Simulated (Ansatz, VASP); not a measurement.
# Br: VASP beside Ansatz

INCAR

```
PREC     = Accurate       # precision mode
ENCUT    = 600            # plane-wave cutoff, eV
EDIFF    = 1E-7           # SCF threshold, eV
ISMEAR   = 0              # smearing method
SIGMA    = 0.02           # smearing width, eV
LREAL    = F              # projectors in reciprocal space
LASPH    = T              # aspherical terms in the spheres
NELM     = 100            # most SCF steps
ALGO     = Normal         # electronic algorithm
ISIF     = 3              # what is computed and relaxed
LWAVE    = F              # write WAVECAR
LCHARG   = F              # write CHGCAR
GGA      = PE             # functional
IBRION   = 2              # ionic algorithm
NSW      = 100            # ionic steps
EDIFFG   = -0.01          # ionic threshold
```

The input KPOINTS:

```
Automatic mesh
0
Gamma
  10 10 10
```

File POSCAR:

```
Br
1.0
   -2.1783216995      2.1783216995      4.7783633421
    2.1783216995     -2.1783216995      4.7783633421
    2.1783216995      2.1783216995     -4.7783633421
Br
2
Direct
    0.3786350746      0.3786350746      0.0000000000
    0.6213649254      0.6213649254      0.0000000000
```

Input for Ansatz:

```yaml
crystal:
  lattice:
    - [-2.1783216995, 2.1783216995, 4.7783633421]
    - [2.1783216995, -2.1783216995, 4.7783633421]
    - [2.1783216995, 2.1783216995, -4.7783633421]
  atoms:
    - { symbol: Br, position: [0.3786350746, 0.3786350746, 0.0] }
    - { symbol: Br, position: [0.6213649254, 0.6213649254, 0.0] }
basis:
  ecutwfc: 420
kpoints:
  mp_grid: { grid: [10, 10, 10] }
hamiltonian:
  xc: pbe
scf:
  occupations: { method: gaussian, width: 0.02 }
output:
  forces: true
  stress: true
  eigenvalues: true
relax:
  adjacent_minimum: "off"
  f_tol: 0.01
  max_steps: 80
  cell: { stress_tol: 0.05 }
```

Alike in both runs: task relaxation of cell and atoms; functional PBE; k mesh 10 × 10 × 10; occupations gaussian, width 0.02 eV; no spin polarisation.

|  | VASP | Ansatz |
| --- | --- | --- |
| version | VASP 6.6.1 | Ansatz 0.2.0 |
| potentials or method | VASP PAW PBE potentials, release 64 (Br), cutoff 600 eV | scalar-relativistic, plane waves, PAW |
| valence electrons in the cell | 14 | 14 |

```tsv
	VASP	Ansatz	Ansatz less VASP
gap on the k mesh at the Fermi level, each at its own relaxed structure (eV)	1.19	1.20	+0.013
relaxed volume (Å³/atom)	46.82	47.03	+0.214
relaxed cell length with the largest relative difference (Å)	5.732	5.733	+0.0007
```
